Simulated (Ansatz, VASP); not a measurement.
One calculation of Na2Ta, two programs

INCAR

```
PREC = Accurate
ENCUT = 600
EDIFF = 1E-7
ISMEAR = 0
SIGMA = 0.1
LREAL = F
LASPH = T
NELM = 100
ALGO = Fast
ISIF = 3
LWAVE = F
LCHARG = F
GGA = PE
IBRION = 2
NSW = 100
EDIFFG = -0.01
```

File KPOINTS:

```
Automatic mesh
0
Gamma
  12 12 10
```

POSCAR

```
Na2Ta
1.0
    3.9067233280      0.0000000000      0.0000000000
   -1.9533616640      3.3833216476      0.0000000000
    0.0000000000      0.0000000000      4.9483681195
Na Ta
2 1
Direct
    0.3333333333      0.6666666667      0.5000000000
    0.6666666667      0.3333333333      0.5000000000
    0.0000000000      0.0000000000      0.0000000000
```

Input for Ansatz:

```yaml
crystal:
  lattice:
    - [3.906723328, 0.0, 0.0]
    - [-1.953361664, 3.3833216476, 0.0]
    - [0.0, 0.0, 4.9483681195]
  atoms:
    - { symbol: Na, position: [0.3333333333, 0.6666666667, 0.5] }
    - { symbol: Na, position: [0.6666666667, 0.3333333333, 0.5] }
    - { symbol: Ta, position: [0.0, 0.0, 0.0] }
basis:
  ecutwfc: 420
kpoints:
  mp_grid: { grid: [12, 12, 10] }
hamiltonian:
  xc: pbe
scf:
  occupations: { method: gaussian, width: 0.1 }
output:
  forces: true
  stress: true
  eigenvalues: true
relax:
  adjacent_minimum: "off"
  f_tol: 0.01
  max_steps: 80
  cell: { stress_tol: 0.05 }
```

Alike in both runs: task relaxation of cell and atoms; functional PBE; k mesh 12 × 12 × 10; occupations gaussian, width 0.1 eV; no spin polarisation.

|  | VASP | Ansatz |
| --- | --- | --- |
| version | VASP 6.6.1 | Ansatz 0.2.0 |
| potentials or method | VASP PAW PBE potentials, release 64 (Na_pv, Ta_pv), cutoff 600 eV | scalar-relativistic, plane waves, PAW |
| valence electrons in the cell | 25 | 31 |

```tsv
	VASP	Ansatz	Ansatz less VASP
gap on the k mesh at the Fermi level, each at its own relaxed structure (eV)	none	none	-
relaxed volume (Å³/atom)	21.86	21.79	-0.067
relaxed length of the cell vector where the two differ most in proportion (Å)	4.983	5.000	+0.0172
```

A gap of «none» marks a metal or a gap that the smearing closes. VASP's potentials hold 25 valence electrons a cell and Ansatz's 31, so a difference there can come from the potentials and not from the codes.

Spin-orbit coupling is off throughout.
